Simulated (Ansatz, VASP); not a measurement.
# Na3Ti2O in VASP and in Ansatz

```
CELL_PARAMETERS angstrom
5.01579 0.00000 0.00000
-2.50789 4.34380 0.00000
0.00000 0.00000 6.03077
ATOMIC_POSITIONS crystal
Na 0.50000 0.00000 0.50000
Na 0.00000 0.50000 0.50000
Na 0.50000 0.50000 0.50000
Ti 0.33333 0.66667 0.00000
Ti 0.66667 0.33333 0.00000
O 0.00000 0.00000 0.00000
```

Change from the starting cell: species swapped into the SrAg3Pd2 type (P6/mmm, No. 191).

Alike in both runs: functional PBE; k mesh 12 × 12 × 6; occupations gaussian, width 0.1 eV; collinear spin.

Ansatz relaxed the structure, and its values are those at the end. VASP's run is a single point on that final structure, the one shown.

|  | VASP | Ansatz |
| --- | --- | --- |
| version | VASP 6.6.1 | Ansatz 0.2.0 |
| potentials or method | VASP PAW PBE potentials, release 64 (Na_pv, Ti_sv, O), cutoff 520 eV | scalar-relativistic, plane waves, PAW |
| valence electrons in the cell | 51 | 57 |

|  | VASP | Ansatz | Ansatz less VASP |
| --- | --- | --- | --- |
| gap on the k mesh at the Fermi level (eV) | none | none | - |
| pressure (GPa) | 0.0 | 0.0 | 0.00 |
| net moment per atom (μB) | 0.94 | 0.94 | -0.001 |
| size of the moment on the site where the two differ most (μB) | 1.85 | 1.94 | +0.091 |

Site moments also hang on the region over which each program counts them. A gap of «none» marks a metal or a gap that the smearing closes. VASP's potentials hold 51 valence electrons a cell and Ansatz's 57, so a difference there can come from the potentials and not from the codes. Ansatz's warnings: given moment on shells.
